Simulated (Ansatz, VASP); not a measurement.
Two plane-wave programs on Sn2TeAs2

INCAR

```
ALGO     = Normal         # electronic algorithm
EDIFF    = 1E-6           # SCF threshold, eV
ENCUT    = 520            # plane-wave cutoff, eV
GGA      = PE             # functional
ISIF     = 2              # what is computed and relaxed
ISMEAR   = 0              # smearing method
LASPH    = T              # aspherical terms in the spheres
LCHARG   = F              # write CHGCAR
LREAL    = F              # projectors in reciprocal space
LWAVE    = F              # write WAVECAR
NBANDS   = 30             # bands
NELM     = 100            # most SCF steps
PREC     = Accurate       # precision mode
SIGMA    = 0.1            # smearing width, eV
```

File KPOINTS:

```
k-points
0
Gamma
  4 4 4
```

POSCAR

```
Sn2TeAs2
1.0
    4.6625620900      0.0000000000      0.0000000000
    0.0000000000      4.6625620900      0.0000000000
    0.0000000000      0.0000000000      6.1641365200
Sn Te As
2 1 2
Direct
    0.5000000000      0.5000000000      0.7247068300
    0.5000000000      0.5000000000      0.2752931700
    0.0000000000      0.0000000000      0.0000000000
    0.5000000000      0.0000000000      0.5000000000
    0.0000000000      0.5000000000      0.5000000000
```

Input for Ansatz:

```yaml
crystal:
  lattice:
    - [4.66256209, 0.0, 0.0]
    - [0.0, 4.66256209, 0.0]
    - [0.0, 0.0, 6.16413652]
  atoms:
    - { symbol: Sn, position: [0.5, 0.5, 0.72470683] }
    - { symbol: Sn, position: [0.5, 0.5, 0.27529317] }
    - { symbol: Te, position: [0.0, 0.0, 0.0] }
    - { symbol: As, position: [0.5, 0.0, 0.5] }
    - { symbol: As, position: [0.0, 0.5, 0.5] }
basis:
  ecutwfc: 420
kpoints:
  mp_grid: { grid: [4, 4, 4] }
hamiltonian:
  xc: pbe
scf:
  occupations: { method: gaussian, width: 0.1 }
  lower_state_search: "off"
output:
  forces: true
  stress: true
  eigenvalues: true
```

Change from the starting cell: species swapped into the BaAs2Pd2 type (P4/mmm, No. 123).

Alike in both runs: task single point; functional PBE; k mesh 4 × 4 × 4; occupations gaussian, width 0.1 eV; no spin polarisation.

```csv
,VASP,Ansatz
version,VASP 6.6.1,Ansatz 0.2.0
potentials or method,"VASP PAW PBE potentials, release 64 (Sn_d, Te, As), cutoff 520 eV","scalar-relativistic, plane waves, PAW"
valence electrons in the cell,44,74
```

Ansatz gave:

| Quantity | Value |
| --- | --- |
| gap on the k mesh at the Fermi level (eV) | none |
| pressure (GPa) | 7.3 |
| traceless stress, the component that is largest in VASP (GPa) | 2.74 |
| rms of the force components (eV/Å) | 1.485 |

Q: Estimate VASP's values.

A: gap on the k mesh at the Fermi level (eV): none; pressure (GPa): 7.4; traceless stress, the component that is largest in VASP (GPa): 2.70; rms of the force components (eV/Å): 1.491.

Atom by atom the forces differ by 0.006 eV/Å (rms over components). A gap of «none» marks a metal or a gap that the smearing closes. VASP's potentials hold 44 valence electrons a cell and Ansatz's 74, so a difference there can come from the potentials and not from the codes.

Neither program's run includes spin-orbit coupling.
